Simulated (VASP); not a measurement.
# Be2H (P-3m1) in VASP: notebook, part 3 of 3

VASP 6.6.1. Earlier steps stand in the parts before.

## 6. Single point, PBE

This run uses another cell than the first one, of 7.67 Å³/atom, 1.152 times its volume.

INCAR

```
SYSTEM = Be2H
PREC = Accurate ; ENCUT = 520
EDIFF = 1E-6 ; ISMEAR = 0
SIGMA = 0.1 ; LREAL = .FALSE.
LASPH = .TRUE. ; NELM = 100
ALGO = Normal ; ISIF = 2
LWAVE = .FALSE. ; LCHARG = .FALSE.
GGA = PE ; NBANDS = 10
```

KPOINTS

```
regular mesh
0
G
  6 6 6
  0 0 0
```

POSCAR

```
Be2H
1.0
    2.6790000000      0.0000000000      0.0000000000
   -1.3395000000      2.3200820600      0.0000000000
    0.0000000000      0.0000000000      3.7003159900
Be H
2 1
Direct
    0.3333333300      0.6666666700      0.7017894800
    0.6666666700      0.3333333300      0.2982105200
    0.0000000000      0.0000000000      0.0000000000
```

Potentials or basis: VASP PAW PBE potentials, release 64 (Be, H).

Started as:

```sh
$ cat potpaw_PBE.64/Be/POTCAR potpaw_PBE.64/H/POTCAR > POTCAR
$ mpirun -np 1 vasp_std > vasp.out
```

OUTCAR:

```text
SYSTEM = Be2H
   PREC = Accurate
   ENCUT = 520
   EDIFF = 1E-6
   ISMEAR = 0
   LREAL = .FALSE.
   LASPH = .TRUE.
   NELM = 100
   ISIF = 2
   GGA = PE

 ion  position               nearest neighbor table
   1  0.333  0.667  0.702-   2 2.15   2 2.15   2 2.15
   2  0.667  0.333  0.298-   1 2.15   1 2.15   1 2.15
   3  0.000  0.000  0.000-

  LATTYP: Found a hexagonal cell.
 ALAT       =     2.6790000000
 C/A-ratio  =     1.3812303061

  Lattice vectors:

 A1 = (   2.6790000000,   0.0000000000,   0.0000000000)
 A2 = (  -1.3395000000,   2.3200820600,   0.0000000000)
 A3 = (   0.0000000000,   0.0000000000,   3.7003159900)

Analysis of symmetry for initial positions (statically):
=====================================================================
 Subroutine PRICEL returns:
 Original cell was already a primitive cell.

 Routine SETGRP: Setting up the symmetry group for a
 hexagonal supercell.

 Subroutine GETGRP returns: Found 12 space group operations
 (whereof 12 operations were pure point group operations)
 out of a pool of 24 trial point group operations.

The static configuration has the point symmetry D_3d.

Analysis of symmetry for dynamics (positions and initial velocities):
=====================================================================
 Subroutine PRICEL returns:
 Original cell was already a primitive cell.

 Routine SETGRP: Setting up the symmetry group for a
 hexagonal supercell.

 Subroutine GETGRP returns: Found 12 space group operations
 (whereof 12 operations were pure point group operations)
 out of a pool of 24 trial point group operations.

The dynamic configuration has the point symmetry D_3d.

 Subroutine INISYM returns: Found 12 space group operations
 (whereof 12 operations are pure point group operations),
 and found     1 'primitive' translations

----------------------------------------------------------------------------------------

                                     Primitive cell

  volume of cell :      22.9993

  direct lattice vectors                    reciprocal lattice vectors
     2.679000000  0.000000000  0.000000000     0.373273610  0.215509619  0.000000000
    -1.339500000  2.320082060  0.000000000     0.000000000  0.431019237  0.000000000
     0.000000000  0.000000000  3.700315990     0.000000000  0.000000000  0.270247190

  length of vectors
     2.679000000  2.679000003  3.700315990     0.431019238  0.431019237  0.270247190

  position of ions in fractional coordinates (direct lattice)
     0.333333330  0.666666670  0.701789480
     0.666666670  0.333333330  0.298210520
     0.000000000  0.000000000  0.000000000

  ion indices of the primitive-cell ions
   primitive index   ion index
                 1           1
                 2           2
                 3           3

----------------------------------------------------------------------------------------

 KPOINTS: regular mesh

Automatic generation of k-mesh.
 Grid dimensions read from file:
 generate k-points for:    6    6    6

 Generating k-lattice:

  Cartesian coordinates                     Fractional coordinates (reciprocal lattice)
     0.062212268  0.035918270  0.000000000     0.166666667 -0.000000000  0.000000000
     0.000000000  0.071836540  0.000000000     0.000000000  0.166666667  0.000000000
     0.000000000  0.000000000  0.045041198     0.000000000  0.000000000  0.166666667

  Length of vectors
     0.071836540  0.071836540  0.045041198

  Shift w.r.t. Gamma in fractional coordinates (k-lattice)
     0.000000000  0.000000000  0.000000000

 Subroutine IBZKPT returns following result:
 ===========================================

 Found     34 irreducible k-points:

 Following reciprocal coordinates:
            Coordinates               Weight
  0.000000  0.000000  0.000000      1.000000
  0.166667  0.000000  0.000000      6.000000
  0.333333 -0.000000  0.000000      6.000000
  0.500000 -0.000000  0.000000      3.000000
  0.166667  0.166667  0.000000      6.000000
  0.333333  0.166667  0.000000     12.000000
[... 16 lines left out ...]
  0.500000 -0.000000  0.333333      6.000000
  0.166667  0.166667  0.333333     12.000000
 [... further k-points ...]
   k-points           NKPTS =     34   k-points in BZ     NKDIM =     34   number of bands    NBANDS=     10
   number of dos      NEDOS =    301   number of ions     NIONS =      3
   total plane-waves  NPLWV =  11200
   dimension x,y,z NGX =    20 NGY =   20 NGZ =   28
   dimension x,y,z NGXF=    40 NGYF=   40 NGZF=   56
   ions per type =               2   1
   NGX,Y,Z   is equivalent  to a cutoff of  12.41, 12.41, 12.58 a.u.
   NGXF,Y,Z  is equivalent  to a cutoff of  24.82, 24.82, 25.16 a.u.
 SYSTEM =  Be2H
   PREC   = accura    normal or accurate (medium, high low for compatibility)
   ISTART =      0    job   : 0-new  1-cont  2-samecut
   ICHARG =      2    charge: 1-file 2-atom 10-const
   ISPIN  =      1    spin polarized calculation?
   LNONCOLLINEAR =      F non collinear calculations
   LSORBIT =      F    spin-orbit coupling
   LASPH  =      T    aspherical Exc in radial PAW
   ENCUT  =  520.0 eV  38.22 Ry    6.18 a.u.   4.98  4.98  6.88*2*pi/ulx,y,z
   NELM   =    100;   NELMIN=  2; NELMDL= -5     # of ELM steps
   EDIFF  = 0.1E-05   stopping-criterion for ELM
   LREAL  =      F    real-space projection
   EDIFFG = 0.1E-04   stopping-criterion for IOM
   NSW    =      0    number of steps for IOM
   IBRION =     -1    ionic relax: 0-MD 1-quasi-New 2-CG
   NFREE  =      0    steps in history (QN), initial steepest desc. (CG)
   ISIF   =      2    stress and relaxation
   ISYM   =      2    0-nonsym 1-usesym 2-fastsym
   POTIM  = 0.5000    time-step for ionic-motion
   TEBEG  =    0.0;   TEEND  =   0.0 temperature during run
   PSTRESS=    0.0 pullay stress
   NELECT =       5.0000    total number of electrons
   NUPDOWN=      -1.0000    fix difference up-down
   EMIN   =  10.00;   EMAX   =-10.00  energy-range for DOS
   EFERMI =   0.00;   METHOD = LEGACY
   ISMEAR =     0;   SIGMA  =   0.10  broadening in eV -4-tet -1-fermi 0-gaus
   EFERMI_NEDOS =   21; number of points for ismear=-14 and -15
   IALGO  =     38    algorithm
   IMIX   =      4    mixing-type and parameters
     AMIX     =   0.40;   BMIX     =  1.00
     AMIX_MAG =   1.60;   BMIX_MAG =  1.00
  volume/ion in A,a.u.               =       7.67        51.74
  Fermi-wavevector in a.u.,A,eV,Ry     =   0.984373  1.860196 13.183923  0.968991
  Thomas-Fermi vector in A             =   2.115601
   LORBIT       =      0    0 simple, 1 ext, 2 COOP (PROOUT), +10 PAW based schemes
   GGA     = PE    functional components
   LHFCALC =     F    Hartree Fock is set to
   AEXX    =    0.0000 exact exchange contribution
   IVDW    =     0    specifies the selected vdW correction
   LEPSILON=     F    determine dielectric tensor
   LRPA    =     F    only Hartree local field effects (RPA)
 non-spin polarized calculation
 Gauss-broadening in eV      SIGMA  =   0.10
  energy-cutoff  :      520.00
  volume of cell :       23.00
 maximum number of plane-waves:       632
   NGX =  9   NGY =  9   NGZ = 13

 number of electron       5.0000000 magnetization

 Free energy of the ion-electron system (eV)
  ---------------------------------------------------
  ext. energy  EPLUGINS =         0.00000000
  ---------------------------------------------------
  free energy    TOTEN  =        -9.22138420 eV

  energy without entropy =       -9.21405046  energy(sigma->0) =       -9.21771733

 E-fermi :   5.3415     XC(G=0):  -9.9565

 val. band max:        5.3302062492   @ k =   0.0000   0.3333   0.3333
 cond. band min:       5.3723276486   @ k =   0.3333   0.1667   0.0000
 fundamental gap:      0.0421213994
 Fermi energy:         5.3415208405

 k-point     1 :       0.0000    0.0000    0.0000
  band No.  band energies     occupation
      1      -6.4187      2.00000
      2       1.0060      2.00000
      3       5.7574      0.00000
      4      14.3510      0.00000
      5      14.3510      0.00000
      6      16.7153      0.00000
      7      16.9921      0.00000
      8      16.9921      0.00000
      9      22.5780      0.00000
     10      24.9870      0.00000
[... 287 lines left out ...]
 k-point    24 :       0.1667    0.1667    0.3333
  band No.  band energies     occupation
      1      -3.7667      2.00000
      2      -0.2101      2.00000
      3       7.8369      0.00000
      4       9.2220      0.00000
      5      10.8741      0.00000
      6      12.1188      0.00000
      7      14.1012      0.00000
      8      18.1345      0.00000
      9      19.8927      0.00000
     10      22.2375      0.00000

 [... further k-points ...]
[... 5 lines left out ...]
  --------------------------------------------------------------------------------------
  -------------------------------------------------------------------------------------
  Total       -1.8745528     -1.8745528      0.1458582      0.0000000      0.0000000      0.0000000
  in kB     -130.5850270   -130.5850274     10.1607663      0.0000000      0.0000000      0.0000000
  external PRESSURE =     -83.6697627 kB  Pullay stress =       0.0000000 kB

 VOLUME and BASIS-vectors are now :
 -----------------------------------------------------------------------------
  energy-cutoff  :      520.00
  volume of cell :       23.00
      direct lattice vectors                 reciprocal lattice vectors
     2.679000000  0.000000000  0.000000000     0.373273610  0.215509619  0.000000000
    -1.339500000  2.320082060  0.000000000     0.000000000  0.431019237  0.000000000
     0.000000000  0.000000000  3.700315990     0.000000000  0.000000000  0.270247190

 POSITION                                       TOTAL-FORCE (eV/Angst)
 -----------------------------------------------------------------------------------
     -0.00000      1.54672      2.59684        -0.000000      0.000000      1.442024
      1.33950      0.77336      1.10347         0.000000      0.000000     -1.442024
      0.00000      0.00000      0.00000        -0.000000      0.000000      0.000000
 -----------------------------------------------------------------------------------
    total drift:                                0.000000      0.000000     -0.000000

  FREE ENERGIE OF THE ION-ELECTRON SYSTEM (eV)
  ---------------------------------------------------
  free  energy   TOTEN  =        -9.2213842012 eV

  energy  without entropy=       -9.2140504641  energy(sigma->0) =       -9.21771733
```

OSZICAR:

```text
N       E                     dE             d eps       ncg     rms          rms(c)
DAV:   1    -0.380571474386E+01   -0.38057E+01   -0.15052E+03   680   0.335E+02
DAV:   2    -0.926534771383E+01   -0.54596E+01   -0.52922E+01   940   0.559E+01
DAV:   3    -0.937374600781E+01   -0.10840E+00   -0.10730E+00   812   0.505E+00
DAV:   4    -0.937393775098E+01   -0.19174E-03   -0.19173E-03   774   0.245E-01
DAV:   5    -0.937393792327E+01   -0.17229E-06   -0.17230E-06   784   0.778E-03    0.211E+00
DAV:   6    -0.925373650931E+01    0.12020E+00   -0.17485E-01   720   0.116E+00    0.112E+00
DAV:   7    -0.922266308081E+01    0.31073E-01   -0.59241E-02   812   0.797E-01    0.279E-01
DAV:   8    -0.922142539692E+01    0.12377E-02   -0.32216E-03   734   0.283E-01    0.570E-02
DAV:   9    -0.922140546232E+01    0.19935E-04   -0.39500E-04   756   0.725E-02    0.207E-02
DAV:  10    -0.922138394322E+01    0.21519E-04   -0.76523E-05   714   0.286E-02    0.224E-03
DAV:  11    -0.922138420117E+01   -0.25796E-06   -0.11523E-06   596   0.582E-03
   1 F= -.92213842E+01 E0= -.92177173E+01  d E =-.733374E-02
```

stdout:

```text
POSCAR found type information on POSCAR BeH
 POSCAR found :  2 types and       3 ions
 scaLAPACK will be used
 LDA part: xc-table for (Slater+PW92), standard interpolation
 POSCAR, INCAR and KPOINTS ok, starting setup
 FFT: planning ... GRIDC
 FFT: planning ... GRID_SOFT
 FFT: planning ... GRID
 WAVECAR not read
 entering main loop
```

Run time: 3.2 s. Hardware: 1 thread of AMD EPYC 9R45 (Zen 5), shared host; peak memory 0.1 GiB.

What came out:

| Item | Value |
| --- | --- |
| Free energy | -9.2214 eV |
| Pressure | -8.4 GPa |
| Largest force | 1.442 eV/Å |

Forces on the atoms (eV/Å):
```
Be   0.000  0.000  1.442
Be   0.000  0.000 -1.442
H    0.000  0.000  0.000
```

Levels at points of the mesh, in eV from the Fermi level:
```
           k point  band 1  band 2  band 3  band 4  band 5  band 6
(0.00, 0.00, 0.00)  -11.76   -4.34    0.42    9.01    9.01   11.37
(0.50, 0.00, 0.00)   -7.44   -4.27    1.28    2.07    4.35    5.29
(0.00, 0.00, 0.50)  -10.47   -8.25    7.65    9.92    9.92   10.05
(0.50, 0.00, 0.50)   -6.24   -4.01   -2.02   -1.02    6.01    8.03
```

Caveat: the k points lie up to 0.45 Å⁻¹ apart; forces of over 1 eV/Å act on the atoms, so gaps and moduli don't describe the material at rest.

## 7. Overview

| task | cell | k mesh | cutoff (eV) | gap on the mesh (eV) | pressure (GPa) | relaxed volume (Å³/atom) | largest force (eV/Å) |
| --- | --- | --- | --- | --- | --- | --- | --- |
| single point | a = 2.539, b = 2.539, c = 3.577 Å, angles 90.0, 90.0, 120.0°, 3 atoms | 24 × 24 × 12 | 520 | none | 0.0 | - | - |
| relaxation of cell and atoms | relaxed from a = 2.515, b = 2.515, c = 3.626 Å, angles 90.0, 90.0, 120.0°, 3 atoms | 24 × 24 × 12 | 600 | none | -0.1 | 6.67 | - |
| single point | a = 2.515, b = 2.515, c = 3.626 Å, angles 90.0, 90.0, 120.0°, 3 atoms | 6 × 6 × 6 | 520 | none | 0.0 | - | 0.01 |
| relaxation of cell and atoms | relaxed from a = 2.679, b = 2.679, c = 3.700 Å, angles 90.0, 90.0, 120.0°, 3 atoms | 6 × 6 × 6 | 600 | none | 0.3 | 6.60 | 0.02 |
| single point | a = 2.679, b = 2.679, c = 3.700 Å, angles 90.0, 90.0, 120.0°, 3 atoms | 6 × 6 × 6 | 520 | none | -8.4 | - | 1.44 |

Alike in all rows: level PBE; potentials or basis VASP PAW PBE potentials, release 64 (Be, H); no spin polarisation; smearing gaussian 0.1 eV.

Caveats: some runs use coarse meshes; forces of over 1 eV/Å act on the atoms, so gaps and moduli don't describe the material at rest (some runs).

Absolute energies hang on the potentials; compare differences alone.
